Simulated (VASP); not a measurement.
# NaF (Pmma) in VASP: relaxation of cell and atoms with PBE

Aim: the relaxation of cell and atoms of NaF with PBE.

Everything below comes from runs of VASP 6.6.1. Logs are shortened: lines on timing, memory, paths and dates and some standing lists are left out, and cuts for length are marked.

### Step 1. The cell of the first run

It takes space group Pmma (No. 51, orthorhombic). The conventional cell has a = 6.896 Å, b = 3.927 Å, c = 3.718 Å, α = 90.00°, β = 90.00°, γ = 90.00°. Within 3.0 Å of Na (site symmetry mm2) lie 6 F at 2.17 to 2.95 Å and 4 Na at 2.93 Å. Na (site symmetry 2/m) has 4 F at 1.96 to 2.17 Å within 2.6 Å. Within 3.0 Å of F (site symmetry mm2) lie 6 Na at 2.17 to 2.95 Å and 4 F at 2.93 Å. F (site symmetry 2/m) has 4 Na at 1.96 to 2.17 Å within 2.6 Å.

The cell was generated, and may not be a known phase.

### Step 2. Relaxation of cell and atoms, PBE

INCAR reads:

```
ALGO = Normal ; EDIFF = 1E-6
EDIFFG = -0.04 ; ENCUT = 600
GGA = PE ; IBRION = 2
ISIF = 3 ; ISMEAR = 0
LASPH = T ; LCHARG = F
LREAL = F ; LWAVE = F
NELM = 60 ; NSW = 90
PREC = Accurate ; SIGMA = 0.1
```

KPOINTS reads:

```
k-points
0
Gamma
  4 4 6
```

POSCAR reads:

```
NaF
1.0
    6.8961026000      0.0000000000      0.0000000000
    0.0000000000      3.9265507200      0.0000000000
    0.0000000000      0.0000000000      3.7179112700
Na F
4 4
Direct
    0.7500000000      0.0000000000      0.3554073800
    0.0000000000      0.5000000000      0.0000000000
    0.2500000000      0.0000000000      0.6445926200
    0.5000000000      0.5000000000      0.0000000000
    0.7500000000      0.5000000000      0.6445926200
    0.0000000000      0.0000000000      0.0000000000
    0.2500000000      0.5000000000      0.3554073800
    0.5000000000      0.0000000000      0.0000000000
```

Potentials or basis: VASP PAW PBE potentials, release 64 (Na_pv, F).

Command:

```sh
> cat potpaw_PBE.64/Na_pv/POTCAR potpaw_PBE.64/F/POTCAR > POTCAR
> mpirun -np 1 vasp_std > vasp.out
```

OUTCAR:

```text
EDIFF = 1E-6
   EDIFFG = -0.04
   ENCUT = 600
   GGA = PE
   IBRION = 2
   ISIF = 3
   ISMEAR = 0
   LASPH = T
   LREAL = F
   NELM = 60
   NSW = 90
   PREC = Accurate

 ion  position               nearest neighbor table
   1  0.750  0.000  0.355-   6 2.17   8 2.17   5 2.24   5 2.24
   2  0.000  0.500  0.000-   6 1.96   6 1.96   7 2.17   5 2.17
   3  0.250  0.000  0.645-   6 2.17   8 2.17   7 2.24   7 2.24
   4  0.500  0.500  0.000-   8 1.96   8 1.96   5 2.17   7 2.17
   5  0.750  0.500  0.645-   2 2.17   4 2.17   1 2.24   1 2.24
   6  0.000  0.000  0.000-   2 1.96   2 1.96   3 2.17   1 2.17
   7  0.250  0.500  0.355-   2 2.17   4 2.17   3 2.24   3 2.24
   8  0.500  0.000  0.000-   4 1.96   4 1.96   1 2.17   3 2.17

  LATTYP: Found a simple orthorhombic cell.
 ALAT       =     3.7179112700
 B/A-ratio  =     1.0561173828
 C/A-ratio  =     1.8548324850

  Lattice vectors:

 A1 = (   0.0000000000,   0.0000000000,  -3.7179112700)
 A2 = (   0.0000000000,   3.9265507200,   0.0000000000)
 A3 = (   6.8961026000,   0.0000000000,   0.0000000000)

Analysis of symmetry for initial positions (statically):
=====================================================================
 Subroutine PRICEL returns:
 Original cell was already a primitive cell.

 Routine SETGRP: Setting up the symmetry group for a
 simple orthorhombic supercell.

 Subroutine GETGRP returns: Found  8 space group operations
 (whereof  4 operations were pure point group operations)
 out of a pool of  8 trial point group operations.

The static configuration has the point symmetry C_2h.
 The point group associated with its full space group is D_2h.

Analysis of symmetry for dynamics (positions and initial velocities):
=====================================================================
 Subroutine PRICEL returns:
 Original cell was already a primitive cell.

 Routine SETGRP: Setting up the symmetry group for a
 simple orthorhombic supercell.

 Subroutine GETGRP returns: Found  8 space group operations
 (whereof  4 operations were pure point group operations)
 out of a pool of  8 trial point group operations.

The dynamic configuration has the point symmetry C_2h.
 The point group associated with its full space group is D_2h.

 Subroutine INISYM returns: Found  8 space group operations
 (whereof  4 operations are pure point group operations),
 and found     1 'primitive' translations

----------------------------------------------------------------------------------------

                                     Primitive cell

  volume of cell :     100.6732

  direct lattice vectors                    reciprocal lattice vectors
     6.896102600  0.000000000  0.000000000     0.145009443  0.000000000  0.000000000
     0.000000000  3.926550720  0.000000000     0.000000000  0.254676450  0.000000000
     0.000000000  0.000000000  3.717911270     0.000000000  0.000000000  0.268968226

  length of vectors
     6.896102600  3.926550720  3.717911270     0.145009443  0.254676450  0.268968226

  position of ions in fractional coordinates (direct lattice)
     0.750000000  0.000000000  0.355407380
     0.000000000  0.500000000  0.000000000
     0.250000000  0.000000000  0.644592620
     0.500000000  0.500000000  0.000000000
     0.750000000  0.500000000  0.644592620
     0.000000000  0.000000000  0.000000000
     0.250000000  0.500000000  0.355407380
     0.500000000  0.000000000  0.000000000

  ion indices of the primitive-cell ions
   primitive index   ion index
                 1           1
                 2           2
                 3           3
                 4           4
                 5           5
                 6           6
                 7           7
                 8           8

----------------------------------------------------------------------------------------

 KPOINTS: k-points

Automatic generation of k-mesh.
 Grid dimensions read from file:
 generate k-points for:    4    4    6

 Generating k-lattice:

  Cartesian coordinates                     Fractional coordinates (reciprocal lattice)
     0.036252361  0.000000000  0.000000000     0.250000000  0.000000000  0.000000000
     0.000000000  0.063669113  0.000000000     0.000000000  0.250000000  0.000000000
     0.000000000  0.000000000  0.044828038     0.000000000  0.000000000  0.166666667

  Length of vectors
     0.036252361  0.063669113  0.044828038

  Shift w.r.t. Gamma in fractional coordinates (k-lattice)
     0.000000000  0.000000000  0.000000000

 Subroutine IBZKPT returns following result:
 ===========================================

 Found     36 irreducible k-points:

 Following reciprocal coordinates:
            Coordinates               Weight
  0.000000  0.000000  0.000000      1.000000
  0.250000  0.000000  0.000000      2.000000
  0.500000  0.000000  0.000000      1.000000
  0.000000  0.250000  0.000000      2.000000
  0.250000  0.250000  0.000000      4.000000
  0.500000  0.250000  0.000000      2.000000
[... 16 lines left out ...]
  0.250000  0.250000  0.333333      8.000000
  0.500000  0.250000  0.333333      4.000000
 [... further k-points ...]
   k-points           NKPTS =     36   k-points in BZ     NKDIM =     36   number of bands    NBANDS=     33
   number of dos      NEDOS =    301   number of ions     NIONS =      8
   total plane-waves  NPLWV =  53760
   dimension x,y,z NGX =    56 NGY =   32 NGZ =   30
   dimension x,y,z NGXF=   112 NGYF=   64 NGZF=   60
   ions per type =               4   4
   NGX,Y,Z   is equivalent  to a cutoff of  13.50, 13.55, 13.41 a.u.
   NGXF,Y,Z  is equivalent  to a cutoff of  27.00, 27.10, 26.83 a.u.
 SYSTEM =  unknown system
   PREC   = accura    normal or accurate (medium, high low for compatibility)
   ISTART =      0    job   : 0-new  1-cont  2-samecut
   ICHARG =      2    charge: 1-file 2-atom 10-const
   ISPIN  =      1    spin polarized calculation?
   LNONCOLLINEAR =      F non collinear calculations
   LSORBIT =      F    spin-orbit coupling
   LASPH  =      T    aspherical Exc in radial PAW
   ENCUT  =  600.0 eV  44.10 Ry    6.64 a.u.  13.77  7.84  7.43*2*pi/ulx,y,z
   NELM   =     60;   NELMIN=  2; NELMDL= -5     # of ELM steps
   EDIFF  = 0.1E-05   stopping-criterion for ELM
   LREAL  =      F    real-space projection
   EDIFFG = -.4E-01   stopping-criterion for IOM
   NSW    =     90    number of steps for IOM
   IBRION =      2    ionic relax: 0-MD 1-quasi-New 2-CG
   NFREE  =      1    steps in history (QN), initial steepest desc. (CG)
   ISIF   =      3    stress and relaxation
   ISYM   =      2    0-nonsym 1-usesym 2-fastsym
   POTIM  = 0.5000    time-step for ionic-motion
   TEBEG  =    0.0;   TEEND  =   0.0 temperature during run
   PSTRESS=    0.0 pullay stress
   NELECT =      56.0000    total number of electrons
   NUPDOWN=      -1.0000    fix difference up-down
   EMIN   =  10.00;   EMAX   =-10.00  energy-range for DOS
   EFERMI =   0.00;   METHOD = LEGACY
   ISMEAR =     0;   SIGMA  =   0.10  broadening in eV -4-tet -1-fermi 0-gaus
   EFERMI_NEDOS =   21; number of points for ismear=-14 and -15
   IALGO  =     38    algorithm
   IMIX   =      4    mixing-type and parameters
     AMIX     =   0.40;   BMIX     =  1.00
     AMIX_MAG =   1.60;   BMIX_MAG =  1.00
  volume/ion in A,a.u.               =      12.58        84.92
  Fermi-wavevector in a.u.,A,eV,Ry     =   1.346375  2.544281 24.663647  1.812727
  Thomas-Fermi vector in A             =   2.474212
   LORBIT       =      0    0 simple, 1 ext, 2 COOP (PROOUT), +10 PAW based schemes
   GGA     = PE    functional components
   LHFCALC =     F    Hartree Fock is set to
   AEXX    =    0.0000 exact exchange contribution
   IVDW    =     0    specifies the selected vdW correction
   LEPSILON=     F    determine dielectric tensor
   LRPA    =     F    only Hartree local field effects (RPA)
 conjugate gradient relaxation of ions
 non-spin polarized calculation
 Gauss-broadening in eV      SIGMA  =   0.10
  energy-cutoff  :      600.00
  volume of cell :      100.67
 maximum number of plane-waves:      3392
 NGX is ok and might be reduce to    56
   NGX = 27   NGY = 15   NGZ = 15

--------------------------------------- Ionic step        1  -------------------------------------------

 number of electron      55.9999990 magnetization

 Free energy of the ion-electron system (eV)
  ---------------------------------------------------
  ext. energy  EPLUGINS =         0.00000000
  ---------------------------------------------------
  free energy    TOTEN  =       -32.23760728 eV

  energy without entropy =      -32.23760728  energy(sigma->0) =      -32.23760728

------------------------ aborting loop because EDIFF is reached ----------------------------------------

  FORCE on cell =-STRESS in cart. coord.  units (eV):
  Direction    XX          YY          ZZ          XY          YZ          ZX
  --------------------------------------------------------------------------------------
  -------------------------------------------------------------------------------------
  Total        5.1087291     15.4592800     -0.3055526      0.0000000      0.0000000      0.0000000
  in kB       81.3035507    246.0287712     -4.8627579      0.0000000      0.0000000      0.0000000
  external PRESSURE =     107.4898547 kB  Pullay stress =       0.0000000 kB
[... 107 lines left out ...]
  FREE ENERGIE OF THE ION-ELECTRON SYSTEM (eV)
  ---------------------------------------------------
  free  energy   TOTEN  =       -33.3490967677 eV

  energy  without entropy=      -33.3490967677  energy(sigma->0) =      -33.34909677

 E-fermi :  -0.7478     XC(G=0):  -9.4951

 val. band max:       -1.2274617583   @ k =   0.0000   0.0000   0.0000
 cond. band min:       4.8228461010   @ k =   0.0000   0.0000   0.0000
 fundamental gap:      6.0503078593
 Fermi energy:        -0.7477667414

 k-point     1 :       0.0000    0.0000    0.0000
  band No.  band energies     occupation
      1     -21.5990      2.00000
      2     -21.5914      2.00000
      3     -20.9820      2.00000
      4     -20.8385      2.00000
      5     -20.7744      2.00000
      6     -20.7542      2.00000
[... 853 lines left out ...]
     32      10.7197      0.00000
     33      12.4891      0.00000

 [... further k-points ...]

[... ionic steps 4 to 15 ...]

--------------------------------------- Ionic step       16  -------------------------------------------

 number of electron      55.9999924 magnetization

------------------------ aborting loop because EDIFF is reached ----------------------------------------

  FORCE on cell =-STRESS in cart. coord.  units (eV):
  Direction    XX          YY          ZZ          XY          YZ          ZX
  --------------------------------------------------------------------------------------
  -------------------------------------------------------------------------------------
  Total        0.0862700      0.2774884      0.0805441      0.0000000      0.0000000      0.0000000
  in kB        1.3501262      4.3426952      1.2605161      0.0000000      0.0000000      0.0000000
  external PRESSURE =       2.3177792 kB  Pullay stress =       0.0000000 kB
[... 69 lines left out ...]
  energy  without entropy=      -34.2649655696  energy(sigma->0) =      -34.26496557

--------------------------------------- Ionic step       18  -------------------------------------------

 number of electron      55.9999916 magnetization

 Free energy of the ion-electron system (eV)
  ---------------------------------------------------
  ext. energy  EPLUGINS =         0.00000000
  ---------------------------------------------------
  free energy    TOTEN  =       -34.26608178 eV

  energy without entropy =      -34.26608178  energy(sigma->0) =      -34.26608178

 E-fermi :  -1.7744     XC(G=0):  -9.0007

 val. band max:       -2.2221428667   @ k =   0.0000   0.0000   0.0000
 cond. band min:       3.9064336996   @ k =   0.0000   0.0000   0.0000
 fundamental gap:      6.1285765663
 Fermi energy:        -1.7743782016

 k-point     1 :       0.0000    0.0000    0.0000
  band No.  band energies     occupation
      1     -21.8490      2.00000
      2     -21.8488      2.00000
      3     -21.3892      2.00000
      4     -21.3433      2.00000
      5     -21.3190      2.00000
      6     -21.3188      2.00000
[... 853 lines left out ...]
     32       9.8576      0.00000
     33      10.6411      0.00000

 [... further k-points ...]

------------------------ aborting loop because EDIFF is reached ----------------------------------------

  FORCE on cell =-STRESS in cart. coord.  units (eV):
  Direction    XX          YY          ZZ          XY          YZ          ZX
  --------------------------------------------------------------------------------------
  -------------------------------------------------------------------------------------
  Total        0.0079069     -0.0921430     -0.0399591      0.0000000      0.0000000      0.0000000
  in kB        0.1232522     -1.4363170     -0.6228786      0.0000000      0.0000000      0.0000000
  external PRESSURE =      -0.6453145 kB  Pullay stress =       0.0000000 kB
[... 23 lines left out ...]
  FREE ENERGIE OF THE ION-ELECTRON SYSTEM (eV)
  ---------------------------------------------------
  free  energy   TOTEN  =       -34.2660817775 eV

  energy  without entropy=      -34.2660817775  energy(sigma->0) =      -34.26608178

 reached required accuracy - stopping structural energy minimisation
```

It took 19 min on 1 thread of Intel Xeon Platinum 8124M at 3.00GHz (Skylake/Cascade Lake), shared host; peak memory 0.29 GiB.

Results:

```yaml
Free_energy: -34.2661 eV
Relaxed_volume: 12.85 Å³/atom
Relaxed_cell: a = 6.636 Å, b = 4.658 Å, c = 3.325 Å, α = 90.00°, β = 90.00°, γ = 90.00°
Space_group_after_relaxing_to_0.1_Å: Fm-3m (No. 225)
Energy_gained_by_relaxing: 253.6 meV/atom
Ionic_steps: 18
Pressure_after_relaxing: -0.1 GPa
Largest_force_after_relaxing: 0.028 eV/Å
Band_gap_on_the_k_mesh: 6.13 eV
```

Forces in eV/Å, atoms in the order of the input:
```
Na   0.000  0.000 -0.012
Na   0.000  0.000  0.000
Na   0.000  0.000  0.012
Na   0.000  0.000  0.000
F    0.000  0.000  0.028
F    0.000  0.000  0.000
F    0.000  0.000 -0.028
F    0.000  0.000  0.000
```

Stress tensor (GPa, compression positive):
```
 0.01  0.00  0.00
 0.00 -0.14  0.00
 0.00  0.00 -0.06
```

The path:
| step | energy change (eV) | largest force (eV/Å) | pressure (GPa) | volume (Å³) |
| --- | --- | --- | --- | --- |
| 1 | 0.0000 | 0.8576 | 10.75 | 100.67 |
| 2 | -1.0051 | 0.6716 | 1.01 | 113.24 |
| 3 | -1.1115 | 0.5970 | -1.07 | 118.03 |
| 4 | -1.0433 | 0.4515 | -4.50 | 127.82 |
| 5 | -1.1267 | 0.5521 | -2.29 | 120.96 |
| 6 | -1.2703 | 0.5414 | -2.10 | 118.18 |
| 7 | -1.6024 | 0.5036 | -1.00 | 109.82 |
| 8 | -1.3238 | 0.3491 | 5.84 | 92.96 |
| 9 | -1.6579 | 0.5194 | 0.48 | 104.36 |
| 10 | -1.6601 | 0.5020 | 1.35 | 101.67 |
| 11 | -1.8140 | 0.3187 | 0.84 | 101.50 |
| 12 | -1.9149 | 0.0657 | 0.61 | 101.22 |
| 13 | -2.0051 | 0.0642 | -0.08 | 102.92 |
| 14 | -2.0225 | 0.0626 | -0.53 | 104.13 |
| 15 | -2.0226 | 0.0627 | -0.50 | 104.00 |
| 16 | -2.0273 | 0.0472 | 0.23 | 102.38 |
| 17 | -2.0274 | 0.0478 | 0.17 | 102.46 |
| 18 | -2.0285 | 0.0281 | -0.06 | 102.78 |

Final structure:
```yaml
crystal:
  lattice:
    - [6.63586, 0.00000, 0.00000]
    - [0.00000, 4.65782, 0.00000]
    - [0.00000, 0.00000, 3.32539]
  atoms:
    - { symbol: Na, position: [0.75000, 0.00000, 0.50127] }
    - { symbol: Na, position: [0.00000, 0.50000, 0.00000] }
    - { symbol: Na, position: [0.25000, 0.00000, 0.49873] }
    - { symbol: Na, position: [0.50000, 0.50000, 0.00000] }
    - { symbol: F, position: [0.75000, 0.50000, 0.49674] }
    - { symbol: F, position: [0.00000, 0.00000, 0.00000] }
    - { symbol: F, position: [0.25000, 0.50000, 0.50326] }
    - { symbol: F, position: [0.50000, 0.00000, 0.00000] }
```

Caveat: a cell axis changed by over 15 % at a fixed basis, so the end point is rough. A k mesh can miss the band edges.
